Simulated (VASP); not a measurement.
# TaAs in VASP: notebook

The runs below take TaAs through single point, with PBE.

Program: VASP 6.6.1. These are calculated values, not measurements. Logs are shortened: lines on timing, memory, paths and dates and some standing lists are left out, and cuts for length are marked.

## 1. The cell of the first run

The cell holds a slab with vacuum, 8 atoms: a = 3.463 Å, b = 3.463 Å, c = 25.769 Å, α = 90.00°, β = 90.00°, γ = 90.00°.

## 2. Single point, PBE

Input file INCAR:

```
SYSTEM = TaAs
PREC = Accurate
ENCUT = 520
EDIFF = 1E-6
ISMEAR = 0
SIGMA = 0.1
LREAL = .FALSE.
LASPH = .TRUE.
NELM = 100
ALGO = Normal
ISIF = 2
LWAVE = .FALSE.
LCHARG = .TRUE.
LDIPOL = .TRUE.
IDIPOL = 3
DIPOL = 0.5 0.5 0.500
GGA = PE
LELF = .TRUE.
LVHAR = .TRUE.
LVACPOTAV = .TRUE.
NBANDS = 42
```

Input file KPOINTS:

```
regular mesh
0
G
  10 10 1
  0 0 0
```

Input file POSCAR:

```
TaAs
1.0
    3.4628971702      0.0000000000      0.0000000000
    0.0000000000      3.4628971702      0.0000000000
    0.0000000000      0.0000000000     25.7694060620
As Ta
4 4
Direct
    0.0000000000      0.0000000000      0.2910427963
    0.5000000000      0.0000000000      0.4048850388
    0.5000000000      0.5000000000      0.5187272813
    0.0000000000      0.5000000000      0.6325695238
    0.0000000000      0.5000000000      0.3674304762
    0.0000000000      0.0000000000      0.4812727187
    0.5000000000      0.0000000000      0.5951149612
    0.5000000000      0.5000000000      0.7089572037
```

Potentials or basis: VASP PAW PBE potentials, release 64 (As, Ta_pv).

Launch:

```sh
$ cat potpaw_PBE.64/As/POTCAR potpaw_PBE.64/Ta_pv/POTCAR > POTCAR
$ mpirun -np 1 vasp_std > vasp.out
```

OUTCAR:

```text
SYSTEM = TaAs
   PREC = Accurate
   ENCUT = 520
   EDIFF = 1E-6
   ISMEAR = 0
   LREAL = .FALSE.
   LASPH = .TRUE.
   NELM = 100
   ISIF = 2
   GGA = PE

 ion  position               nearest neighbor table
   1  0.000  0.000  0.291-   5 2.62   5 2.62
   2  0.500  0.000  0.405-   6 2.62   6 2.62   5 2.63   5 2.63   5 2.63   5 2.63
   3  0.500  0.500  0.519-   7 2.62   7 2.62   6 2.63   6 2.63   6 2.63   6 2.63
   4  0.000  0.500  0.633-   8 2.62   8 2.62   7 2.63   7 2.63   7 2.63   7 2.63
   5  0.000  0.500  0.367-   1 2.62   1 2.62   2 2.63   2 2.63   2 2.63   2 2.63   6 3.41   6 3.41

   6  0.000  0.000  0.481-   2 2.62   2 2.62   3 2.63   3 2.63   3 2.63   3 2.63   7 3.41   5 3.41
                             7 3.41   5 3.41
   7  0.500  0.000  0.595-   3 2.62   3 2.62   4 2.63   4 2.63   4 2.63   4 2.63   6 3.41   6 3.41
                             8 3.41   8 3.41
   8  0.500  0.500  0.709-   4 2.62   4 2.62   7 3.41   7 3.41

  LATTYP: Found a simple tetragonal cell.
 ALAT       =     3.4628971702
 C/A-ratio  =     7.4415741489

  Lattice vectors:

 A1 = (   3.4628971702,   0.0000000000,   0.0000000000)
 A2 = (   0.0000000000,   3.4628971702,   0.0000000000)
 A3 = (   0.0000000000,   0.0000000000,  25.7694060620)

Analysis of symmetry for initial positions (statically):
=====================================================================
 Subroutine PRICEL returns:
 Original cell was already a primitive cell.

 Routine SETGRP: Setting up the symmetry group for a
 simple tetragonal supercell.

 Subroutine GETGRP returns: Found  4 space group operations
 (whereof  4 operations were pure point group operations)
 out of a pool of 16 trial point group operations.

The static configuration has the point symmetry C_2v.

Analysis of symmetry for dynamics (positions and initial velocities):
=====================================================================
 Subroutine PRICEL returns:
 Original cell was already a primitive cell.

 Routine SETGRP: Setting up the symmetry group for a
 simple tetragonal supercell.

 Subroutine GETGRP returns: Found  4 space group operations
 (whereof  4 operations were pure point group operations)
 out of a pool of 16 trial point group operations.

The dynamic configuration has the point symmetry C_2v.

 Subroutine INISYM returns: Found  4 space group operations
 (whereof  4 operations are pure point group operations),
 and found     1 'primitive' translations

----------------------------------------------------------------------------------------

                                     Primitive cell

  volume of cell :     309.0179

  direct lattice vectors                    reciprocal lattice vectors
     3.462897170  0.000000000  0.000000000     0.288775540  0.000000000  0.000000000
     0.000000000  3.462897170  0.000000000     0.000000000  0.288775540  0.000000000
     0.000000000  0.000000000 25.769406062     0.000000000  0.000000000  0.038805706

  length of vectors
     3.462897170  3.462897170 25.769406062     0.288775540  0.288775540  0.038805706

  position of ions in fractional coordinates (direct lattice)
     0.000000000  0.000000000  0.291042796
     0.500000000  0.000000000  0.404885039
     0.500000000  0.500000000  0.518727281
     0.000000000  0.500000000  0.632569524
     0.000000000  0.500000000  0.367430476
     0.000000000  0.000000000  0.481272719
     0.500000000  0.000000000  0.595114961
     0.500000000  0.500000000  0.708957204

  ion indices of the primitive-cell ions
   primitive index   ion index
                 1           1
                 2           2
                 3           3
                 4           4
                 5           5
                 6           6
                 7           7
                 8           8

----------------------------------------------------------------------------------------

 KPOINTS: regular mesh

Automatic generation of k-mesh.
 Grid dimensions read from file:
 generate k-points for:   10   10    1

 Generating k-lattice:

  Cartesian coordinates                     Fractional coordinates (reciprocal lattice)
     0.028877554  0.000000000  0.000000000     0.100000000  0.000000000  0.000000000
     0.000000000  0.028877554  0.000000000     0.000000000  0.100000000  0.000000000
     0.000000000  0.000000000  0.038805706     0.000000000  0.000000000  1.000000000

  Length of vectors
     0.028877554  0.028877554  0.038805706

  Shift w.r.t. Gamma in fractional coordinates (k-lattice)
     0.000000000  0.000000000  0.000000000

 Subroutine IBZKPT returns following result:
 ===========================================

 Found     36 irreducible k-points:

 Following reciprocal coordinates:
            Coordinates               Weight
  0.000000  0.000000  0.000000      1.000000
  0.100000  0.000000  0.000000      2.000000
  0.000000  0.100000  0.000000      2.000000
  0.200000  0.000000  0.000000      2.000000
  0.000000  0.200000  0.000000      2.000000
  0.300000  0.000000  0.000000      2.000000
[... 16 lines left out ...]
 -0.200000  0.300000  0.000000      4.000000
  0.400000  0.200000  0.000000      4.000000
 [... further k-points ...]
   k-points           NKPTS =     36   k-points in BZ     NKDIM =     36   number of bands    NBANDS=     42
   number of dos      NEDOS =    301   number of ions     NIONS =      8
   total plane-waves  NPLWV = 150528
   dimension x,y,z NGX =    28 NGY =   28 NGZ =  192
   dimension x,y,z NGXF=    56 NGYF=   56 NGZF=  384
   ions per type =               4   4
   NGX,Y,Z   is equivalent  to a cutoff of  13.44, 13.44, 12.39 a.u.
   NGXF,Y,Z  is equivalent  to a cutoff of  26.88, 26.88, 24.77 a.u.
 SYSTEM =  TaAs
   PREC   = accura    normal or accurate (medium, high low for compatibility)
   ISTART =      0    job   : 0-new  1-cont  2-samecut
   ICHARG =      2    charge: 1-file 2-atom 10-const
   ISPIN  =      1    spin polarized calculation?
   LNONCOLLINEAR =      F non collinear calculations
   LSORBIT =      F    spin-orbit coupling
   LASPH  =      T    aspherical Exc in radial PAW
   ENCUT  =  520.0 eV  38.22 Ry    6.18 a.u.   6.44  6.44 47.91*2*pi/ulx,y,z
   NELM   =    100;   NELMIN=  2; NELMDL= -5     # of ELM steps
   EDIFF  = 0.1E-05   stopping-criterion for ELM
   LREAL  =      F    real-space projection
   EDIFFG = 0.1E-04   stopping-criterion for IOM
   NSW    =      0    number of steps for IOM
   IBRION =     -1    ionic relax: 0-MD 1-quasi-New 2-CG
   NFREE  =      0    steps in history (QN), initial steepest desc. (CG)
   ISIF   =      2    stress and relaxation
   ISYM   =      2    0-nonsym 1-usesym 2-fastsym
   POTIM  = 0.5000    time-step for ionic-motion
   TEBEG  =    0.0;   TEEND  =   0.0 temperature during run
   PSTRESS=    0.0 pullay stress
   NELECT =      64.0000    total number of electrons
   NUPDOWN=      -1.0000    fix difference up-down
   EMIN   =  10.00;   EMAX   =-10.00  energy-range for DOS
   EFERMI =   0.00;   METHOD = LEGACY
   ISMEAR =     0;   SIGMA  =   0.10  broadening in eV -4-tet -1-fermi 0-gaus
   EFERMI_NEDOS =   21; number of points for ismear=-14 and -15
   IALGO  =     38    algorithm
   IMIX   =      4    mixing-type and parameters
     AMIX     =   0.40;   BMIX     =  1.00
     AMIX_MAG =   1.60;   BMIX_MAG =  1.00
  volume/ion in A,a.u.               =      38.63       260.67
  Fermi-wavevector in a.u.,A,eV,Ry     =   0.968591  1.830371 12.764549  0.938168
  Thomas-Fermi vector in A             =   2.098573
   LORBIT       =      0    0 simple, 1 ext, 2 COOP (PROOUT), +10 PAW based schemes
   GGA     = PE    functional components
   LHFCALC =     F    Hartree Fock is set to
   AEXX    =    0.0000 exact exchange contribution
   IVDW    =     0    specifies the selected vdW correction
   LEPSILON=     F    determine dielectric tensor
   LRPA    =     F    only Hartree local field effects (RPA)
 non-spin polarized calculation
 Gauss-broadening in eV      SIGMA  =   0.10
  energy-cutoff  :      520.00
  volume of cell :      309.02
 maximum number of plane-waves:      8383
 NGX is ok and might be reduce to    28
   NGX = 13   NGY = 13   NGZ = 95

 dipolmoment           0.000000      0.000000      0.008364 electrons x Angstroem

 number of electron      63.9999997 magnetization

 dipolmoment           0.000000      0.000000     -0.084955 electrons x Angstroem

 Free energy of the ion-electron system (eV)
  ---------------------------------------------------
  ext. energy  EPLUGINS =         0.00000000
  ---------------------------------------------------
  free energy    TOTEN  =       -64.91057898 eV

  energy without entropy =      -64.87117925  energy(sigma->0) =      -64.89087912

 E-fermi :   0.5740     XC(G=0):  -6.3592

 val. band max:        0.5732891163   @ k =   0.1000   0.0000   0.0000
 cond. band min:       0.5821406105   @ k =  -0.2000   0.3000   0.0000
 fundamental gap:      0.0088514942
 Fermi energy:         0.5740080279

 k-point     1 :       0.0000    0.0000    0.0000
  band No.  band energies     occupation
      1     -34.9615      2.00000
      2     -34.6536      2.00000
      3     -34.6185      2.00000
      4     -34.3917      2.00000
      5     -34.3121      2.00000
      6     -34.2540      2.00000
[... 34 lines left out ...]
     41       3.4317      0.00000
     42       3.4912      0.00000

 k-point     2 :       0.1000    0.0000    0.0000
  band No.  band energies     occupation
      1     -34.9601      2.00000
      2     -34.6647      2.00000
      3     -34.6177      2.00000
      4     -34.3902      2.00000
      5     -34.3117      2.00000
      6     -34.2667      2.00000
[... 34 lines left out ...]
     41       3.1105      0.00000
     42       3.5039      0.00000

 k-point     3 :       0.0000    0.1000    0.0000
  band No.  band energies     occupation
      1     -34.9604      2.00000
      2     -34.6528      2.00000
      3     -34.6287      2.00000
      4     -34.4061      2.00000
      5     -34.3102      2.00000
      6     -34.2523      2.00000
[... 34 lines left out ...]
     41       3.0180      0.00000
     42       3.6089      0.00000

 k-point     4 :       0.2000    0.0000    0.0000
  band No.  band energies     occupation
      1     -34.9563      2.00000
      2     -34.6937      2.00000
      3     -34.6155      2.00000
      4     -34.3865      2.00000
      5     -34.3235      2.00000
      6     -34.2905      2.00000
[... 844 lines left out ...]
     41       3.5230      0.00000
     42       3.5840      0.00000

 k-point    23 :      -0.2000    0.3000    0.0000
  band No.  band energies     occupation
      1     -34.9496      2.00000
      2     -34.6879      2.00000
      3     -34.6841      2.00000
      4     -34.4822      2.00000
      5     -34.3102      2.00000
      6     -34.2783      2.00000
[... 34 lines left out ...]
     41       3.3470      0.00000
     42       3.6665      0.00000

 k-point    24 :       0.4000    0.2000    0.0000
  band No.  band energies     occupation
      1     -34.9443      2.00000
      2     -34.7546      2.00000
      3     -34.6467      2.00000
      4     -34.4274      2.00000
      5     -34.3876      2.00000
      6     -34.3515      2.00000
[... 34 lines left out ...]
     41       3.5564      0.00000
     42       3.6798      0.00000

 [... further k-points ...]

------------------------ aborting loop because EDIFF is reached ----------------------------------------

  FORCE on cell =-STRESS in cart. coord.  units (eV):
  Direction    XX          YY          ZZ          XY          YZ          ZX
  --------------------------------------------------------------------------------------
  -------------------------------------------------------------------------------------
  Total       -4.6903020     -5.5367673     -1.9166237      0.0000000      0.0000000      0.0000000
  in kB      -24.3179966    -28.7066989     -9.9371957      0.0000000      0.0000000      0.0000000
  external PRESSURE =     -20.9872971 kB  Pullay stress =       0.0000000 kB

 VOLUME and BASIS-vectors are now :
 -----------------------------------------------------------------------------
  energy-cutoff  :      520.00
  volume of cell :      309.02
      direct lattice vectors                 reciprocal lattice vectors
     3.462897170  0.000000000  0.000000000     0.288775540  0.000000000  0.000000000
     0.000000000  3.462897170  0.000000000     0.000000000  0.288775540  0.000000000
     0.000000000  0.000000000 25.769406062     0.000000000  0.000000000  0.038805706

 POSITION                                       TOTAL-FORCE (eV/Angst)
 -----------------------------------------------------------------------------------
      0.00000      0.00000      7.50000         0.000000      0.000000      0.149144
      1.73145      0.00000     10.43365         0.000000      0.000000      0.212874
      1.73145      1.73145     13.36729         0.000000      0.000000      0.032006
      0.00000      1.73145     16.30094         0.000000      0.000000      1.135958
      0.00000      1.73145      9.46847         0.000000      0.000000     -0.414644
      0.00000      0.00000     12.40211         0.000000      0.000000      0.070485
      1.73145      0.00000     15.33576         0.000000      0.000000     -0.184264
      1.73145      1.73145     18.26941         0.000000      0.000000     -1.001559
 -----------------------------------------------------------------------------------
    total drift:                               -0.000000     -0.000000     -0.001965

  FREE ENERGIE OF THE ION-ELECTRON SYSTEM (eV)
  ---------------------------------------------------
  free  energy   TOTEN  =       -64.9105789846 eV

  energy  without entropy=      -64.8711792476  energy(sigma->0) =      -64.89087912

 vacuum level on the upper side and lower side of the slab         4.629         5.911
```

It took 32 min on 1 thread of Intel Xeon 8259CL, shared host; peak memory 0.63 GiB.

What came out:

- Free energy: -64.9106 eV
- Largest force: 1.136 eV/Å
- Band gap on the k mesh: zero (bands 32 and 33 overlap by 0.14 eV)

Forces in eV/Å, atoms in the order of the input:
```
As   0.000  0.000  0.149
As   0.000  0.000  0.213
As   0.000  0.000  0.032
As   0.000  0.000  1.136
Ta   0.000  0.000 -0.415
Ta   0.000  0.000  0.070
Ta   0.000  0.000 -0.184
Ta   0.000  0.000 -1.002
```

Levels at points of the mesh, in eV from the Fermi level:
```csv
k point,band 28,band 29,band 30,band 31,band 32,band 33,band 34,band 35,band 36,band 37
"(0.00, 0.00, 0.00)",-1.50,-1.23,-1.22,-0.51,-0.11,0.33,0.79,1.04,1.26,1.54
"(0.50, 0.00, 0.00)",-1.44,-1.24,-0.51,-0.05,0.00,0.14,0.35,0.85,1.25,1.28
"(0.00, 0.50, 0.00)",-1.64,-1.50,-0.05,-0.01,0.03,0.16,0.79,0.82,1.27,1.59
"(0.50, 0.50, 0.00)",-1.10,-1.06,-0.99,-0.77,-0.57,0.42,1.18,1.55,1.67,2.79
```

Caveat: spin-orbit coupling is left out, which moves the levels of the heavy elements.

## 3. Single point, PBE

Input file INCAR:

```
SYSTEM = TaAs
ALGO     = Normal         ! electronic algorithm
DIPOL    = 0.5 0.5 0.500
EDIFF    = 1E-6           ! SCF threshold, eV
ENCUT    = 520            ! plane-wave cutoff, eV
GGA      = PE             ! functional
IDIPOL   = 3            
ISIF     = 2              ! what is computed and relaxed
ISMEAR   = 0              ! smearing method
LASPH    = .True.         ! aspherical terms in the spheres
LCHARG   = .True.         ! write CHGCAR
LDIPOL   = .True.       
LELF     = .True.         ! ELF
LREAL    = .False.        ! projectors in reciprocal space
LVACPOTAV= .True.       
LVHAR    = .True.       
LWAVE    = .False.        ! write WAVECAR
NBANDS   = 42             ! bands
NELM     = 60             ! most SCF steps
PREC     = Accurate       ! precision mode
SIGMA    = 0.1            ! smearing width, eV
```

Input file KPOINTS:

```
k-points
0
Gamma
  10 10 1
  0 0 0
```

Input file POSCAR:

```
TaAs
1.0
    3.4628971702      0.0000000000      0.0000000000
    0.0000000000      3.4628971702      0.0000000000
    0.0000000000      0.0000000000     25.7694060620
As Ta
4 4
Direct
    0.0000000000      0.0000000000      0.2918033050
    0.5000000000      0.0000000000      0.4057271377
    0.5000000000      0.5000000000      0.5192924316
    0.0000000000      0.5000000000      0.6342871106
    0.0000000000      0.5000000000      0.3664676576
    0.0000000000      0.0000000000      0.4819688527
    0.5000000000      0.0000000000      0.5950546228
    0.5000000000      0.5000000000      0.7053988820
```

Potentials or basis: VASP PAW PBE potentials, release 64 (As, Ta_pv).

Launch:

```sh
$ cat potpaw_PBE.64/As/POTCAR potpaw_PBE.64/Ta_pv/POTCAR > POTCAR
$ mpirun -np 1 vasp_std > vasp.out
```

Wall time 37 min (1 thread of Intel Xeon 8259CL, shared host); peak memory 0.63 GiB.

It converged, with:

| Quantity | Value |
| --- | --- |
| Free energy | -64.9945 eV |
| Largest force | 0.031 eV/Å |
| Band gap on the k mesh | zero (bands 32 and 33 overlap by 0.14 eV) |

Forces in eV/Å, atoms in the order of the input:
```
As   0.000  0.000 -0.017
As   0.000  0.000 -0.011
As   0.000  0.000  0.003
As   0.000  0.000 -0.018
Ta   0.000  0.000 -0.011
Ta   0.000  0.000  0.017
Ta   0.000  0.000  0.006
Ta   0.000  0.000  0.031
```

Levels at points of the mesh, in eV from the Fermi level:
| k point | band 30 | band 31 | band 32 | band 33 | band 34 | band 35 |
| --- | --- | --- | --- | --- | --- | --- |
| (0.00, 0.00, 0.00) | -1.24 | -0.41 | -0.10 | 0.27 | 0.74 | 1.07 |
| (0.50, 0.00, 0.00) | -0.59 | -0.10 | 0.03 | 0.10 | 0.46 | 0.78 |
| (0.00, 0.50, 0.00) | -0.07 | -0.03 | 0.09 | 0.13 | 0.71 | 0.75 |
| (0.50, 0.50, 0.00) | -0.98 | -0.63 | -0.55 | 0.46 | 1.22 | 1.73 |

Caveat: spin-orbit coupling is left out, which moves the levels of the heavy elements.
